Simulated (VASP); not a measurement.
Here is a VASP 6.6.1 calculation.

INCAR

```
ALGO = Fast
EDIFF = 1E-6
ENCUT = 520
GGA = PS
GGA_COMPAT = False
ISIF = 2
ISMEAR = -1
LASPH = True
LCHARG = False
LMAXMIX = 4
LORBIT = 11
LORBMOM = True
LREAL = False
LSORBIT = True
LWAVE = False
MAGMOM = 0 0 0
NBANDS = 25
NELM = 150
PREC = Accurate
SIGMA = 0.05
```

File KPOINTS:

```
k-points
0
Gamma
  12 12 12
```

Contents of POSCAR:

```
Mo
1.0
   -1.5624035240      1.5624035240      1.5624035240
    1.5624035240     -1.5624035240      1.5624035240
    1.5624035240      1.5624035240     -1.5624035240
Mo
1
Direct
    0.0000000000      0.0000000000      0.0000000000
```

Potentials or basis: VASP PAW PBE potentials, release 64 (Mo_sv).

Run with:

```sh
$ cat potpaw_PBE.64/Mo_sv/POTCAR > POTCAR
$ mpirun -np 1 vasp_ncl > vasp.out
```

Question: Estimate the pressure.

Answer: 1.8 GPa.

Question: Estimate the net moment.

Answer: 0.00 μB per cell.

Moments on the atoms (μB; x, y, z):
```
Mo  0.00 0.00 0.00
```

Caveat: the PAW data sets were made with another functional, which shifts forces and pressure a little.
